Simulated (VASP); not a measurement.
A run of VASP 6.6.1:

File POSCAR:

```
Ni
1.0
    2.2610906190      0.0000000000      0.0000000000
    0.0000000000      2.2610906190      0.0000000000
    0.0000000000      0.0000000000      2.2610906190
Ni
1
Direct
    0.0000000000      0.0000000000      0.0000000000
```

File INCAR.step1:

```
SYSTEM = Ni
  PREC = Accurate
  ENCUT = 510
  EDIFF = 1E-6
  ISMEAR = -1
  SIGMA = 0.1
  LREAL = .FALSE.
  LASPH = .TRUE.
  NELM = 200
  ALGO = Normal
  ISIF = 2
  LWAVE = .FALSE.
  LCHARG = .TRUE.
  ISPIN = 2
  MAGMOM = 1
  LMAXMIX = 4
  NBANDS = 19
  GGA_COMPAT = .FALSE.
  NEDOS = 2001
  LORBIT = 11
```

Contents of KPOINTS.step1:

```
Automatic mesh
0
G
  19 19 19
  0 0 0
```

Contents of INCAR.step2:

```
SYSTEM = Ni
  PREC = Accurate
  ENCUT = 510
  EDIFF = 1E-6
  ISMEAR = -5
  SIGMA = 0.1
  LREAL = .FALSE.
  LASPH = .TRUE.
  NELM = 200
  ALGO = Normal
  ISIF = 2
  LWAVE = .FALSE.
  LCHARG = .FALSE.
  ISPIN = 2
  MAGMOM = 1
  LORBIT = 11
  LMAXMIX = 4
  NEDOS = 2001
  ICHARG = 11
  GGA_COMPAT = .FALSE.
```

The input KPOINTS.step2:

```
Automatic mesh
0
G
  29 29 29
  0 0 0
```

Potentials or basis: VASP PAW LDA potentials, release 64 (Ni_sv_GW).

The run is started by

```sh
$ cat potpaw_LDA.64/Ni_sv_GW/POTCAR > POTCAR
$ cp INCAR.step1 INCAR
$ cp KPOINTS.step1 KPOINTS
$ mpirun -np 1 vasp_std > vasp.out
$ cp INCAR.step2 INCAR
$ cp KPOINTS.step2 KPOINTS
$ mpirun -np 1 vasp_std > vasp.out
```

Hardware: 1 thread of Intel(R) Xeon(R) 6975P-C (Granite Rapids), on a shared host.

Problem. Estimate the wall time of this run.

Solution. Wall time 110 s on 1 thread of Intel(R) Xeon(R) 6975P-C (Granite Rapids), with other jobs on the host, peak memory 0.36 GiB. Counts: k points 680.
